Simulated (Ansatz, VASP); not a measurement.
# Sb: VASP beside Ansatz

```
Sb
1.0
     3.36900   -0.05054   -0.05054
    -1.72826    2.94291   -0.01850
    -0.07995   -0.07995    5.33000
Sb
2
Direct
  0.33333 0.66667 0.25000
  0.66667 0.33333 0.75000
```

Change from the starting cell: equal xy, yz and zx shear strains of -3 %.

Alike in both runs: task single point; functional PBEsol; k mesh 12 × 12 × 7; occupations fermi-dirac, width 0.05 eV; no spin polarisation.

```csv
,VASP,Ansatz
version,VASP 6.6.1,Ansatz 0.2.0
potentials or method,"VASP PAW PBE potentials, release 64 (Sb), cutoff 520 eV","all-electron LAPW, scalar-relativistic"
```

|  | VASP | Ansatz | Ansatz less VASP |
| --- | --- | --- | --- |
| pressure (GPa) | -0.1 | -0.1 | +0.02 |
| traceless stress, the component that is largest in VASP (GPa) | -0.56 | -0.56 | -0.001 |
| rms of the force components (eV/Å) | 0.026 | 0.026 | -0.0007 |

VASP's potentials were made for PBE, not for PBEsol. Atom by atom the forces differ by 0.001 eV/Å (rms over components). Ansatz ran all-electron here, and VASP with PAW potentials.

Neither program's run includes spin-orbit coupling.
